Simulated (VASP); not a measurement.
Set up this calculation in VASP 6.6.1, as the native input.

```
Task                   : relaxation of cell and atoms
Functional             : r2SCAN
Potentials or basis    : VASP PAW PBE potentials, release 64 (B, As)
Cutoff                 : 600 eV
k mesh                 : 10 × 10 × 10
Occupations            : gaussian, width 0.02 eV
Spin                   : no spin polarisation
Dipole correction      : no
Further INCAR settings : ALGO = Normal; EDIFF = 1e-07; IBRION = 2; EDIFFG = -0.005; NSW = 100; ISIF = 3
```

BAs:

```
B As
1.0
     0.00000    2.38850    2.38850
     2.38850    0.00000    2.38850
     2.38850    2.38850    0.00000
B As
1 1
Direct
  0.00000 0.00000 0.00000
  0.75000 0.75000 0.75000
```

The input as run:

POSCAR

```
BAs
1.0
    0.0000000000      2.3885000000      2.3885000000
    2.3885000000      0.0000000000      2.3885000000
    2.3885000000      2.3885000000      0.0000000000
B As
1 1
Direct
    0.0000000000      0.0000000000      0.0000000000
    0.7500000000      0.7500000000      0.7500000000
```

INCAR.step1

```
PREC = Accurate ; ENCUT = 600
ISMEAR = 0 ; SIGMA = 0.02
LREAL = False ; LASPH = True
NELM = 100 ; GGA = PE
ALGO = Normal ; EDIFF = 1E-4
LWAVE = True ; LCHARG = False
```

INCAR.step2

```
PREC = Accurate ; ENCUT = 600
EDIFF = 1E-7 ; ISMEAR = 0
SIGMA = 0.02 ; LREAL = False
LASPH = True ; NELM = 100
ALGO = Normal ; ISIF = 3
LWAVE = False ; LCHARG = False
METAGGA = R2SCAN ; LMIXTAU = True
IBRION = 2 ; NSW = 100
EDIFFG = -0.005 ; ISTART = 1
```

KPOINTS

```
regular mesh
0
Gamma
  10 10 10
```

Potentials or basis: VASP PAW PBE potentials, release 64 (B, As).

Command:

```console
$ cat potpaw_PBE.64/B/POTCAR potpaw_PBE.64/As/POTCAR > POTCAR
$ cp INCAR.step1 INCAR
$ mpirun -np 1 vasp_std > vasp.out
$ cp INCAR.step2 INCAR
$ mpirun -np 1 vasp_std > vasp.out
```

It gave:

| Property | Result |
| --- | --- |
| Relaxed volume | 13.71 Å³/atom |
| Relaxed cell | a = 3.384 Å, b = 3.384 Å, c = 3.384 Å, α = 60.00°, β = 60.00°, γ = 60.00° |
| Space group after relaxing (to 0.05 Å) | F-43m (No. 216) |
| Energy gained by relaxing | 0.2 meV/atom |
| Ionic steps | 3 |
| Pressure after relaxing | 0.0 GPa |
| Band gap on the k mesh | 1.38 eV, indirect (least direct gap 3.44 eV) |

Caveat: the PAW data sets were made with another functional, which shifts forces and pressure a little.

Run time: 63 s on 1 thread of Intel(R) Xeon(R) 6975P-C (Granite Rapids) (shared host), peak memory 0.17 GiB.
